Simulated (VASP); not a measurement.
A run of VASP 6.6.1 is set up as follows.

The input INCAR:

```
PREC = Accurate
ENCUT = 500
EDIFF = 1E-6
ISMEAR = 0
SIGMA = 0.02
LREAL = F
LASPH = T
NELM = 120
ALGO = Normal
ISIF = 2
LWAVE = F
LCHARG = T
GGA = PE
LELF = T
LVHAR = T
NBANDS = 16
GGA_COMPAT = F
```

File KPOINTS:

```
Automatic mesh
0
Gamma
  8 8 8
```

The input POSCAR:

```
GaP
1.0
    0.0000000000      2.7799050381      2.7799050381
    2.7799050381      0.0000000000      2.7799050381
    2.7799050381      2.7799050381      0.0000000000
Ga P
1 1
Direct
    0.0000000000      0.0000000000      0.0000000000
    0.2500000000      0.2500000000      0.2500000000
```

Potentials or basis: VASP PAW PBE potentials, release 64 (Ga_d, P).

The run is started by

```console
$ cat potpaw_PBE.64/Ga_d/POTCAR potpaw_PBE.64/P/POTCAR > POTCAR
$ mpirun -np 1 vasp_std > vasp.out
```

(1) Estimate the band gap on the k mesh.

(2) What does it give for the pressure?

Results:

(1) 1.34 eV, direct.

(2) -2.2 GPa.
